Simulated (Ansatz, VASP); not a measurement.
One calculation of HfN, two programs

Contents of INCAR:

```
ALGO = Normal
EDIFF = 1E-7
ENCUT = 520
GGA = PE
ISIF = 2
ISMEAR = 0
LASPH = T
LCHARG = T
LELF = T
LREAL = F
LVHAR = T
LWAVE = F
NBANDS = 14
NELM = 80
PREC = Accurate
SIGMA = 0.15
```

Contents of KPOINTS:

```
k-points
0
Gamma
  22 22 22
```

POSCAR

```
HfN
1.0
    0.1491676145      2.2738965619      2.2738965619
    2.4230641764      0.0000000000      2.4230641764
    2.2738965619      2.2738965619      0.1491676145
Hf N
1 1
Direct
    0.0000000000      0.0000000000      0.0000000000
    0.5000000000      0.5000000000      0.5000000000
```

Input for Ansatz:

```yaml
crystal:
  lattice:
    - [0.1491676145, 2.2738965619, 2.2738965619]
    - [2.4230641764, 0.0, 2.4230641764]
    - [2.2738965619, 2.2738965619, 0.1491676145]
  atoms:
    - { symbol: Hf, position: [0.0, 0.0, 0.0] }
    - { symbol: "N", position: [0.5, 0.5, 0.5] }
basis:
  ecutwfc: 420
kpoints:
  mp_grid: { grid: [22, 22, 22] }
hamiltonian:
  xc: pbe
scf:
  occupations: { method: gaussian, width: 0.15 }
output:
  forces: true
  stress: true
  eigenvalues: true
```

Change from the starting cell: strain +0.1312 x Voigt [0, 0, 0, 0, 1, 0], atoms carried along.

Alike in both runs: task single point; functional PBE; k mesh 22 × 22 × 22; occupations gaussian, width 0.15 eV; no spin polarisation.

|  | VASP | Ansatz |
| --- | --- | --- |
| version | VASP 6.6.1 | Ansatz 0.2.0 |
| potentials or method | VASP PAW PBE potentials, release 64 (Hf_pv, N), cutoff 520 eV | scalar-relativistic, plane waves, PAW |
| valence electrons in the cell | 15 | 31 |

|  | VASP | Ansatz | Ansatz less VASP |
| --- | --- | --- | --- |
| gap on the k mesh at the Fermi level (eV) | none | none | - |
| pressure (GPa) | -0.8 | 1.6 | +2.33 |
| traceless stress, the component that is largest in VASP (GPa) | -17.33 | -17.08 | +0.252 |

A gap of «none» marks a metal or a gap that the smearing closes. VASP's potentials hold 15 valence electrons a cell and Ansatz's 31, so a difference there can come from the potentials and not from the codes.

Neither program's run includes spin-orbit coupling.
